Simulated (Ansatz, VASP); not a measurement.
# One calculation of Si3B4, two programs

```
Si B
1.0
     0.00000    4.65509    4.65509
     4.65509    0.00000    4.65509
     4.65509    4.65509    0.00000
Si B
6 8
Direct
  0.50000 0.00000 0.50000
  0.50000 0.00000 0.00000
  0.00000 0.00000 0.50000
  0.00000 0.50000 0.00000
  0.00000 0.50000 0.50000
  0.50000 0.50000 0.00000
  0.85757 0.42729 0.85757
  0.14243 0.14243 0.14243
  0.85757 0.85757 0.85757
  0.57271 0.14243 0.14243
  0.85757 0.85757 0.42729
  0.42729 0.85757 0.85757
  0.14243 0.14243 0.57271
  0.14243 0.57271 0.14243
```

Alike in both runs: task relaxation of cell and atoms; functional PBE; k mesh 4 × 4 × 4; occupations gaussian, width 0.1 eV; no spin polarisation.

|  | VASP | Ansatz |
| --- | --- | --- |
| version | VASP 6.6.1 | Ansatz 0.2.0 |
| potentials or method | VASP PAW PBE potentials, release 64 (Si, B), cutoff 600 eV | scalar-relativistic, plane waves, PAW |
| valence electrons in the cell | 48 | 48 |

VASP gave:

```
gap on the k mesh at the Fermi level, each at its own relaxed structure (eV) : none
relaxed volume (Å³/atom)                                                     : 12.07
relaxed length of the cell vector where the two differ most in proportion (Å)              : 6.206
```

Question: Estimate Ansatz's values.

Answer: gap on the k mesh at the Fermi level, each at its own relaxed structure (eV): none; relaxed volume (Å³/atom): 12.12; relaxed length of the cell vector where the two differ most in proportion (Å): 6.213.

A gap of «none» marks a metal or a gap that the smearing closes.

Noted on VASP's run: the volume moved by over 15 % at a fixed basis, so the end points are rough.
